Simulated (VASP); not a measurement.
# SnTe (F-43m) in VASP: a series of runs, part 2 of 2

VASP 6.6.1. The steps go on from the part before.

**3. Single point, r2SCAN**

This run uses another cell than the first one, of 46.15 Å³/atom, 1.032 times its volume.

The input, POSCAR:

```
SnTe
1.0
    0.0000000000      3.5869093905      3.5869093905
    3.5869093905      0.0000000000      3.5869093905
    3.5869093905      3.5869093905      0.0000000000
Sn Te
1 1
Direct
    0.0000000000      0.0000000000      0.0000000000
    0.7500000000      0.7500000000      0.7500000000
```

The input, INCAR.step1:

```
SYSTEM = SnTe
PREC     = Accurate       ! precision mode
ENCUT    = 520            ! plane-wave cutoff, eV
ISMEAR   = 0              ! smearing method
SIGMA    = 0.01           ! smearing width, eV
LREAL    = .False.        ! projectors in reciprocal space
LASPH    = .True.         ! aspherical terms in the spheres
NELM     = 80             ! most SCF steps
NBANDS   = 17             ! bands
GGA      = PE             ! functional
ALGO     = Normal         ! electronic algorithm
EDIFF    = 1E-4           ! SCF threshold, eV
LWAVE    = .True.         ! write WAVECAR
LCHARG   = .False.        ! write CHGCAR
```

The input, INCAR.step2:

```
SYSTEM = SnTe
PREC     = Accurate       ! precision mode
ENCUT    = 520            ! plane-wave cutoff, eV
EDIFF    = 1E-6           ! SCF threshold, eV
ISMEAR   = 0              ! smearing method
SIGMA    = 0.01           ! smearing width, eV
LREAL    = .False.        ! projectors in reciprocal space
LASPH    = .True.         ! aspherical terms in the spheres
NELM     = 80             ! most SCF steps
ALGO     = Normal         ! electronic algorithm
ISIF     = 2              ! what is computed and relaxed
LWAVE    = .False.        ! write WAVECAR
LCHARG   = .True.         ! write CHGCAR
METAGGA  = R2SCAN         ! meta-GGA
LMIXTAU  = .True.       
LELF     = .True.         ! ELF
LVHAR    = .True.       
NBANDS   = 17             ! bands
ISTART   = 1
```

The input, KPOINTS:

```
regular mesh
0
Gamma
  6 6 6
  0 0 0
```

Potentials or basis: VASP PAW PBE potentials, release 64 (Sn_d, Te).

The run is started by

```bash
cat potpaw_PBE.64/Sn_d/POTCAR potpaw_PBE.64/Te/POTCAR > POTCAR
cp INCAR.step1 INCAR
mpirun -np 1 vasp_std > vasp.out
cp INCAR.step2 INCAR
mpirun -np 1 vasp_std > vasp.out
```

OUTCAR:

```text
SYSTEM = SnTe
   PREC = Accurate
   ENCUT = 520
   EDIFF = 1E-6
   ISMEAR = 0
   LREAL = .False.
   LASPH = .True.
   NELM = 80
   ISIF = 2
   METAGGA = R2SCAN
   ISTART = 1

 ion  position               nearest neighbor table
   1  0.000  0.000  0.000-   2 3.11   2 3.11   2 3.11   2 3.11
   2  0.750  0.750  0.750-   1 3.11   1 3.11   1 3.11   1 3.11

  LATTYP: Found a face centered cubic cell.
 ALAT       =     7.1738187810

  Lattice vectors:

 A1 = (   0.0000000000,   3.5869093905,   3.5869093905)
 A2 = (   3.5869093905,   0.0000000000,   3.5869093905)
 A3 = (   3.5869093905,   3.5869093905,   0.0000000000)

Analysis of symmetry for initial positions (statically):
=====================================================================
 Subroutine PRICEL returns:
 Original cell was already a primitive cell.

 Routine SETGRP: Setting up the symmetry group for a
 face centered cubic supercell.

 Subroutine GETGRP returns: Found 24 space group operations
 (whereof 24 operations were pure point group operations)
 out of a pool of 48 trial point group operations.

The static configuration has the point symmetry T_d .

Analysis of symmetry for dynamics (positions and initial velocities):
=====================================================================
 Subroutine PRICEL returns:
 Original cell was already a primitive cell.

 Routine SETGRP: Setting up the symmetry group for a
 face centered cubic supercell.

 Subroutine GETGRP returns: Found 24 space group operations
 (whereof 24 operations were pure point group operations)
 out of a pool of 48 trial point group operations.

The dynamic configuration has the point symmetry T_d .

 Subroutine INISYM returns: Found 24 space group operations
 (whereof 24 operations are pure point group operations),
 and found     1 'primitive' translations

[... 102 lines left out ...]
   IALGO  =     38    algorithm
   IMIX   =      4    mixing-type and parameters
     AMIX     =   0.40;   BMIX     =  1.00
     AMIX_MAG =   1.60;   BMIX_MAG =  1.00
  volume/ion in A,a.u.               =      46.15       311.43
  Fermi-wavevector in a.u.,A,eV,Ry     =   0.983304  1.858175 13.155290  0.966887
  Thomas-Fermi vector in A             =   2.114452
   LORBIT       =      0    0 simple, 1 ext, 2 COOP (PROOUT), +10 PAW based schemes
   METAGGA = R2SCAN    functional components
   LHFCALC =     F    Hartree Fock is set to
   AEXX    =    0.0000 exact exchange contribution
   IVDW    =     0    specifies the selected vdW correction
   LEPSILON=     F    determine dielectric tensor
   LRPA    =     F    only Hartree local field effects (RPA)
 non-spin polarized calculation
 Gauss-broadening in eV      SIGMA  =   0.01
  energy-cutoff  :      520.00
  volume of cell :       92.30
 maximum number of plane-waves:      2511
 NGX is ok and might be reduce to    40
   NGX = 19   NGY = 19   NGZ = 19

 number of electron      20.0000005 magnetization

 Free energy of the ion-electron system (eV)
  ---------------------------------------------------
  ext. energy  EPLUGINS =         0.00000000
  ---------------------------------------------------
  free energy    TOTEN  =       -50.06715960 eV

  energy without entropy =      -50.06715960  energy(sigma->0) =      -50.06715960

 E-fermi :   3.1514     XC(G=0):  -8.0376

 val. band max:        3.1068566686   @ k =  -0.3333   0.5000   0.1667
 cond. band min:       3.4082883042   @ k =   0.5000   0.5000   0.0000
 fundamental gap:      0.3014316356
 Fermi energy:         3.1514240078

 k-point     1 :       0.0000    0.0000    0.0000
  band No.  band energies     occupation
      1     -19.2827      2.00000
      2     -19.2826      2.00000
      3     -19.2826      2.00000
      4     -19.2682      2.00000
      5     -19.2682      2.00000
      6      -8.9035      2.00000
[... 297 lines left out ...]
      4     -19.2688      2.00000
      5     -19.2675      2.00000
      6      -8.0353      2.00000
[... 9 lines left out ...]
     16      11.5408      0.00000
     17      11.6553      0.00000

------------------------ aborting loop because EDIFF is reached ----------------------------------------

  FORCE on cell =-STRESS in cart. coord.  units (eV):
  Direction    XX          YY          ZZ          XY          YZ          ZX
  --------------------------------------------------------------------------------------
  -------------------------------------------------------------------------------------
  Total       -0.0384450     -0.0384450     -0.0384450      0.0000000      0.0000000      0.0000000
  in kB       -0.6673594     -0.6673594     -0.6673594      0.0000000      0.0000000      0.0000000
  external PRESSURE =      -0.6673594 kB  Pullay stress =       0.0000000 kB

 VOLUME and BASIS-vectors are now :
 -----------------------------------------------------------------------------
  energy-cutoff  :      520.00
  volume of cell :       92.30
      direct lattice vectors                 reciprocal lattice vectors
     0.000000000  3.586909390  3.586909390    -0.139395771  0.139395771  0.139395771
     3.586909390  0.000000000  3.586909390     0.139395771 -0.139395771  0.139395771
     3.586909390  3.586909390  0.000000000     0.139395771  0.139395771 -0.139395771

 POSITION                                       TOTAL-FORCE (eV/Angst)
 -----------------------------------------------------------------------------------
      0.00000      0.00000      0.00000        -0.000000     -0.000000     -0.000000
      5.38036      5.38036      5.38036         0.000000      0.000000      0.000000
 -----------------------------------------------------------------------------------
    total drift:                               -0.000002     -0.000002     -0.000002

  FREE ENERGIE OF THE ION-ELECTRON SYSTEM (eV)
  ---------------------------------------------------
  free  energy   TOTEN  =       -50.0671596009 eV

  energy  without entropy=      -50.0671596009  energy(sigma->0) =      -50.06715960
```

OUTCAR.step1:

```text
SYSTEM = SnTe
   PREC = Accurate
   ENCUT = 520
   ISMEAR = 0
   LREAL = .False.
   LASPH = .True.
[... 531 lines left out ...]
      0.00000      0.00000      0.00000         0.000000      0.000000      0.000000
      5.38036      5.38036      5.38036        -0.000000     -0.000000     -0.000000
 -----------------------------------------------------------------------------------
    total drift:                                0.000000      0.000000      0.000000

  FREE ENERGIE OF THE ION-ELECTRON SYSTEM (eV)
  ---------------------------------------------------
  free  energy   TOTEN  =        -7.0615748802 eV

  energy  without entropy=       -7.0615748802  energy(sigma->0) =       -7.06157488
```

OSZICAR.step1:

```text
N       E                     dE             d eps       ncg     rms          rms(c)
DAV:   1     0.121907475962E+03    0.12191E+03   -0.91476E+03   544   0.116E+03
DAV:   2     0.450598496316E+01   -0.11740E+03   -0.11475E+03   576   0.283E+02
DAV:   3    -0.685492431996E+01   -0.11361E+02   -0.11305E+02   663   0.874E+01
DAV:   4    -0.718910213692E+01   -0.33418E+00   -0.33405E+00   651   0.161E+01
DAV:   5    -0.720321230329E+01   -0.14110E-01   -0.14110E-01   800   0.306E+00    0.458E+00
DAV:   6    -0.706218758497E+01    0.14102E+00   -0.35577E-01   706   0.276E+00    0.297E+00
DAV:   7    -0.705905952021E+01    0.31281E-02   -0.85045E-02   563   0.109E+00    0.108E+00
DAV:   8    -0.706056116591E+01   -0.15016E-02   -0.10169E-02   613   0.696E-01    0.241E-01
DAV:   9    -0.706126664660E+01   -0.70548E-03   -0.22081E-03   559   0.304E-01    0.682E-02
DAV:  10    -0.706141783968E+01   -0.15119E-03   -0.34342E-04   606   0.989E-02    0.441E-02
DAV:  11    -0.706157392480E+01   -0.15609E-03   -0.27708E-04   549   0.723E-02    0.423E-02
DAV:  12    -0.706157488018E+01   -0.95537E-06   -0.70863E-06   405   0.181E-02
   1 F= -.70615749E+01 E0= -.70615749E+01  d E =-.229978E-23
```

Run time: 77 s. Hardware: 1 thread of Intel Xeon Platinum 8375C at 2.90GHz (Ice Lake), shared host; peak memory 0.26 GiB.

Results:

| Quantity | Value |
| --- | --- |
| Free energy | -50.0672 eV |
| Pressure | -0.1 GPa |
| Band gap on the k mesh | 0.30 eV, indirect (least direct gap 0.87 eV) |

Levels at points of the mesh, in eV from the valence-band top:
| k point | band 8 | band 9 | band 10 | band 11 | band 12 | band 13 |
| --- | --- | --- | --- | --- | --- | --- |
| (0.00, 0.00, 0.00) | -2.02 | -2.02 | -2.02 | 1.22 | 1.22 | 1.22 |
| (0.50, 0.00, 0.00) | -2.59 | -2.59 | -1.96 | 2.07 | 2.07 | 3.85 |
| (0.50, 0.50, 0.00) | -3.28 | -3.28 | -0.57 | 0.30 | 4.35 | 4.35 |

Caveat: the PAW data sets were made with another functional, which shifts forces and pressure a little; spin-orbit coupling is left out, which moves the levels of the heavy elements.
